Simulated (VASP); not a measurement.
Au, 1 atom in the cell. The structure is cubic, space group Pm-3m (No. 221). The conventional cell has a = 2.594 Å, b = 2.594 Å, c = 2.594 Å, α = 90.00°, β = 90.00°, γ = 90.00°. Au (site symmetry m-3m) has 6 Au at 2.59 Å within 3.4 Å.  This cell differs from its parent crystal: volume scaled by 0.92.

| Item | Value |
| --- | --- |
| Program | VASP 6.6.1 |
| Task | single point |
| Functional | LDA |
| Potentials or basis | VASP PAW LDA potentials, release 64 (Au) |
| Cutoff | 520 eV |
| k mesh | 14 × 14 × 14 |
| Occupations | fermi-dirac, width 0.05 eV |
| Spin | no spin polarisation |
| Dipole correction | no |
| Further INCAR settings | ALGO = Normal; EDIFF = 1e-06; NBANDS = 12 |

Potentials or basis: VASP PAW LDA potentials, release 64 (Au).

The run is started by

```bash
$ cat potpaw_LDA.64/Au/POTCAR > POTCAR
$ mpirun -np 1 vasp_std > vasp.out
```

Hardware: 1 thread of Intel(R) Xeon(R) Platinum 8559C (Emerald Rapids), with other jobs on the host.

Question: How long does it take, and how much memory?

Answer: It took 8.4 s on 1 thread of Intel(R) Xeon(R) Platinum 8559C (Emerald Rapids), on a shared host, peak memory 0.13 GiB. Counts: scf iterations 11, k points 120.
